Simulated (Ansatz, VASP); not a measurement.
**Au: VASP beside Ansatz**

File INCAR:

```
SYSTEM = Au
PREC = Accurate ; ENCUT = 520
EDIFF = 1E-6 ; ISMEAR = 0
SIGMA = 0.1 ; LREAL = .False.
LASPH = .True. ; NELM = 100
ALGO = Normal ; ISIF = 2
LWAVE = .False. ; LCHARG = .True.
GGA = PE ; LELF = .True.
LVHAR = .True. ; NBANDS = 18
```

File KPOINTS:

```
Automatic mesh
0
Gamma
  9 9 4
  0 0 0
```

The input POSCAR:

```
Au
1.0
    2.9000000000      0.0000000000      0.0000000000
   -1.4500000000      2.5114736710      0.0000000000
    0.0000000000      0.0000000000      4.8800000000
Au
2
Direct
    0.3333333333      0.6666666667      0.7500000000
    0.6666666667      0.3333333333      0.2500000000
```

Input for Ansatz:

```yaml
crystal:
  lattice:
    - [2.9, 0.0, 0.0]
    - [-1.45, 2.511473671, 0.0]
    - [0.0, 0.0, 4.88]
  atoms:
    - { symbol: Au, position: [0.3333333333, 0.6666666667, 0.75] }
    - { symbol: Au, position: [0.6666666667, 0.3333333333, 0.25] }
basis:
  ecutwfc: 420
kpoints:
  mp_grid: { grid: [9, 9, 4] }
hamiltonian:
  xc: pbe
scf:
  occupations: { method: gaussian, width: 0.1 }
output:
  forces: true
  stress: true
  eigenvalues: true
```

Alike in both runs: task single point; functional PBE; k mesh 9 × 9 × 4; occupations gaussian, width 0.1 eV; no spin polarisation.

|  | VASP | Ansatz |
| --- | --- | --- |
| version | VASP 6.6.1 | Ansatz 0.2.0 |
| potentials or method | VASP PAW PBE potentials, release 64 (Au), cutoff 520 eV | scalar-relativistic, plane waves, PAW |
| valence electrons in the cell | 22 | 38 |

```csv
,VASP,Ansatz,Ansatz less VASP
gap on the k mesh at the Fermi level (eV),none,none,-
pressure (GPa),1.8,2.0,+0.25
"traceless stress, the component that is largest in VASP (GPa)",-0.69,-0.69,0.000
```

A gap of «none» marks a metal or a gap that the smearing closes. The functional is the same, so the differences come from potentials, cutoffs and numerics. VASP's potentials hold 22 valence electrons a cell and Ansatz's 38, so a difference there can come from the potentials and not from the codes.

Spin-orbit coupling is off throughout.
